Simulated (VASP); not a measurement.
Wanted: the native input for a VASP 6.6.1 run.

- Task: single point
- Functional: PBE
- Potentials or basis: VASP PAW PBE potentials, release 64 (Cu, Au)
- Cutoff: 520 eV
- k mesh: 6 × 6 × 5
- Occupations: fermi-dirac, width 0.05 eV
- Spin: no spin polarisation
- Dipole correction: no
- Further INCAR settings: ALGO = Normal; EDIFF = 1e-06; NBANDS = 18

The structure of CuAu lies in POSCAR:

```
CuAu
1.0
    2.8107490000      0.0000000000      0.0000000000
    0.0000000000      2.8107490000      0.0000000000
    0.0000000000      0.0000000000      3.6850000000
Cu Au
1 1
Direct
    0.5004159095      0.4995840905      0.5001023659
    0.0000000000      0.0000000000      0.0000000000
```

One way to write it, as run:

INCAR

```
SYSTEM = CuAu
PREC = Accurate
ENCUT = 520
EDIFF = 1E-6
ISMEAR = -1
SIGMA = 0.05
LREAL = .FALSE.
LASPH = .TRUE.
NELM = 80
ALGO = Normal
ISIF = 2
LWAVE = .FALSE.
LCHARG = .TRUE.
GGA = PE
LELF = .TRUE.
LVHAR = .TRUE.
NBANDS = 18
```

KPOINTS

```
Automatic mesh
0
G
  6 6 5
  0 0 0
```

Potentials or basis: VASP PAW PBE potentials, release 64 (Cu, Au).

Command:

```bash
$ cat potpaw_PBE.64/Cu/POTCAR potpaw_PBE.64/Au/POTCAR > POTCAR
$ mpirun -np 1 vasp_std > vasp.out
```

Results of the run:

The pressure is 4.7 GPa and the largest force is 0.007 eV/Å. The band gap on the k mesh is zero (bands 11 and 12 overlap by 6.59 eV).

Caveat: the k points lie up to 0.37 Å⁻¹ apart, too coarse for converged energies and pressures of a metal; spin-orbit coupling is left out, which moves the levels of the heavy elements.

It took 50 s on 1 thread of Intel Xeon 8259CL, on a shared host, peak memory 0.16 GiB.
